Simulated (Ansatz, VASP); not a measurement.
# ZnSe: VASP beside Ansatz

File POSCAR:

```
ZnSe
1.0
    3.7796697599      0.0000000000      0.0000000000
   -1.8898348799      3.2732900300      0.0000000000
    0.0000000000      0.0000000000      6.1318974016
Zn Se
2 2
Direct
    0.0000000000      0.0000000000      0.0000000000
    0.0000000000      0.0000000000      0.5000000000
    0.3333333333      0.6666666667      0.2500000000
    0.6666666667      0.3333333333      0.7500000000
```

Contents of INCAR.step1:

```
SYSTEM = ZnSe
  PREC = Accurate
  ENCUT = 520
  ISMEAR = -1
  SIGMA = 0.02
  LREAL = .FALSE.
  LASPH = .TRUE.
  NELM = 60
  NBANDS = 26
  GGA = PE
  ALGO = Normal
  EDIFF = 1E-4
  LWAVE = .TRUE.
  LCHARG = .FALSE.
```

INCAR.step2

```
SYSTEM = ZnSe
  PREC = Accurate
  ENCUT = 520
  EDIFF = 1E-7
  ISMEAR = -1
  SIGMA = 0.02
  LREAL = .FALSE.
  LASPH = .TRUE.
  NELM = 60
  ALGO = Normal
  ISIF = 2
  LWAVE = .FALSE.
  LCHARG = .FALSE.
  METAGGA = R2SCAN
  LMIXTAU = .TRUE.
  NBANDS = 26
  ISTART = 1
```

The input KPOINTS:

```
regular mesh
0
G
  6 6 4
  0 0 0
```

Input for Ansatz:

```yaml
crystal:
  lattice:
    - [3.7796697599, 0.0, 0.0]
    - [-1.8898348799, 3.27329003, 0.0]
    - [0.0, 0.0, 6.1318974016]
  atoms:
    - { symbol: Zn, position: [0.0, 0.0, 0.0] }
    - { symbol: Zn, position: [0.0, 0.0, 0.5] }
    - { symbol: Se, position: [0.3333333333, 0.6666666667, 0.25] }
    - { symbol: Se, position: [0.6666666667, 0.3333333333, 0.75] }
kpoints:
  mp_grid: { grid: [6, 6, 4] }
hamiltonian:
  xc: r2scan
scf:
  occupations: { method: fermi_dirac, width: 0.02 }
  n_extra_bands: 5
  mixing: { ndim: 30 }
  max_iter: 79
output:
  forces: true
  stress: true
  eigenvalues: true
```

Alike in both runs: task single point; functional r2SCAN; k mesh 6 × 6 × 4; occupations fermi-dirac, width 0.02 eV; no spin polarisation.

|  | VASP | Ansatz |
| --- | --- | --- |
| version | VASP 6.6.1 | Ansatz 0.2.0 |
| potentials or method | VASP PAW PBE potentials, release 64 (Zn, Se) | plane waves |
| plane-wave cutoff (eV) | 520 | 500 |
| valence electrons in the cell | 36 | 56 |

Ansatz gave:

```
pressure (GPa)                                                : 0.0
traceless stress, the component that is largest in VASP (GPa) : 0.10
```

**Question.** Which values does VASP return?

**Answer.** Pressure (GPa): 0.2; traceless stress, the component that is largest in VASP (GPa): 0.06.

VASP's potentials were made for PBE, not for r2SCAN. VASP's potentials hold 36 valence electrons a cell and Ansatz's 56, so a difference there can come from the potentials and not from the codes.
